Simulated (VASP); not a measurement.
NbP, 8 atoms in the cell. It takes space group Imm2 (No. 44, orthorhombic). The conventional cell has a = 3.314 Å, b = 3.355 Å, c = 11.457 Å, α = 90.00°, β = 90.00°, γ = 90.00°. Nb (site symmetry mm2) has 6 P at 2.54 to 2.55 Å and 8 Nb at 3.31 to 3.36 Å within 3.4 Å. Within 3.4 Å of Nb (site symmetry mm2) lie 6 P at 2.53 to 2.54 Å and 8 Nb at 3.31 to 3.36 Å. P (site symmetry mm2) has 6 Nb at 2.53 to 2.54 Å and 8 P at 3.31 to 3.36 Å within 3.4 Å. P (site symmetry mm2) has 6 Nb at 2.54 to 2.55 Å and 8 P at 3.31 to 3.36 Å within 3.4 Å.  This cell differs from its parent crystal: uniaxial strain along a: -1.0 %.

```yaml
Program: VASP 6.6.1
Task: single point
Functional: PBE
Potentials_or_basis: VASP PAW PBE potentials, release 64 (Nb_sv, P)
Cutoff: 520 eV
k_mesh: 10 × 10 × 4
Occupations: gaussian, width 0.1 eV
Spin: no spin polarisation
Dipole_correction: no
Further_INCAR_settings: ALGO = Normal; EDIFF = 1e-06; NBANDS = 46
```

Potentials or basis: VASP PAW PBE potentials, release 64 (Nb_sv, P).

Command:

```bash
$ cat potpaw_PBE.64/Nb_sv/POTCAR potpaw_PBE.64/P/POTCAR > POTCAR
$ mpirun -np 1 vasp_std > vasp.out
```

Hardware: 1 thread of AMD EPYC 9R45 96-Core Processor (Zen 5) (shared host).

Question: How long does it take, and how much memory?

Answer: It took 8.2 min on 1 thread of AMD EPYC 9R45 96-Core Processor (Zen 5), with other jobs on the host, peak memory 0.53 GiB. Counts: scf iterations 15, k points 108.
